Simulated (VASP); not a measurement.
A run of VASP 6.6.1 is set up as follows.

Contents of INCAR:

```
SYSTEM = ZnS
PREC = Accurate ; ENCUT = 600
EDIFF = 1E-6 ; ISMEAR = 0
SIGMA = 0.02 ; LREAL = .FALSE.
LASPH = .TRUE. ; NELM = 80
ALGO = Normal ; ISIF = 3
LWAVE = .FALSE. ; LCHARG = .FALSE.
GGA = PE ; IBRION = 2
NSW = 100 ; EDIFFG = -0.01
```

File KPOINTS:

```
Automatic mesh
0
G
  6 6 8
  0 0 0
```

POSCAR

```
ZnS
1.0
    3.4250058194     -3.5808570623      0.0000000000
    3.4250058194      3.5808570623      0.0000000000
    0.0000000000      0.0000000000      4.1728718728
Zn S
1 1
Direct
    0.5000000000      0.5000000000      0.5000000000
    0.5000000000      0.5000000000      0.0000000000
```

Potentials or basis: VASP PAW PBE potentials, release 64 (Zn, S).

The run is started by

```sh
$ cat potpaw_PBE.64/Zn/POTCAR potpaw_PBE.64/S/POTCAR > POTCAR
$ mpirun -np 1 vasp_std > vasp.out
```

(1) Predict the band gap on the k mesh.

(2) Estimate the relaxed cell.

(3) What does it give for the space group after relaxing (to 0.05 Å)?

Answers

(1) 1.40 eV, indirect (least direct gap 2.42 eV).

(2) a = 5.624 Å, b = 5.624 Å, c = 4.180 Å, α = 90.00°, β = 90.00°, γ = 93.05°.

(3) Cmmm (No. 65).
